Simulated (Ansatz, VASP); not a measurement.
NiO2: VASP beside Ansatz

Contents of INCAR:

```
SYSTEM = NiO2
  ALGO = Normal
  EDIFF = 1E-6
  ENCUT = 700
  GGA = PS
  GGA_COMPAT = .FALSE.
  ISIF = 2
  ISMEAR = 0
  LASPH = .TRUE.
  LCHARG = .FALSE.
  LREAL = .FALSE.
  LWAVE = .FALSE.
  NBANDS = 22
  NELM = 120
  PREC = Accurate
  SIGMA = 0.05
```

The input KPOINTS:

```
k-points
0
G
  12 12 6
  0 0 0
```

Contents of POSCAR:

```
NiO2
1.0
    2.8624235356      0.0000000000      0.0000000000
   -1.4312117678      2.4789314982      0.0000000000
    0.0000000000      0.0000000000      4.7038205961
Ni O
1 2
Direct
    0.0000000000      0.0000000000      0.5000000000
    0.6666666667      0.3333333333      0.6373845568
    0.3333333333      0.6666666667      0.3626154432
```

Input for Ansatz:

```yaml
crystal:
  lattice:
    - [2.8624235356, 0.0, 0.0]
    - [-1.4312117678, 2.4789314982, 0.0]
    - [0.0, 0.0, 4.7038205961]
  atoms:
    - { symbol: Ni, position: [0.0, 0.0, 0.5] }
    - { symbol: O, position: [0.6666666667, 0.3333333333, 0.6373845568] }
    - { symbol: O, position: [0.3333333333, 0.6666666667, 0.3626154432] }
basis:
  ecutwfc: 520.0
kpoints:
  mp_grid: { grid: [12, 12, 6] }
hamiltonian:
  xc: pbesol
scf:
  occupations: { method: gaussian, width: 0.05 }
output:
  forces: true
  stress: true
  eigenvalues: true
  write_density: true
  write_potential: true
  elf: true
  volumetric_format: npy
```

Alike in both runs: task single point; functional PBEsol; k mesh 12 × 12 × 6; occupations gaussian, width 0.05 eV; no spin polarisation.

```csv
,VASP,Ansatz
version,VASP 6.6.1,Ansatz 0.2.0
potentials or method,"VASP PAW PBE potentials, release 64 (Ni_sv_GW, O), cutoff 700 eV","scalar-relativistic, plane waves, PAW"
valence electrons in the cell,30,30
```

```tsv
	VASP	Ansatz	Ansatz less VASP
gap on the k mesh at the Fermi level (eV)	0.65	0.65	+0.003
least direct gap on the mesh (eV)	0.98	0.99	+0.001
rms of the force components (eV/Å)	2.359	2.349	-0.0107
```

VASP's potentials were made for PBE, not for PBEsol. Atom by atom the forces differ by 0.011 eV/Å (rms over components). With one functional, cell and mesh, what is left measures potentials, basis and numerics.
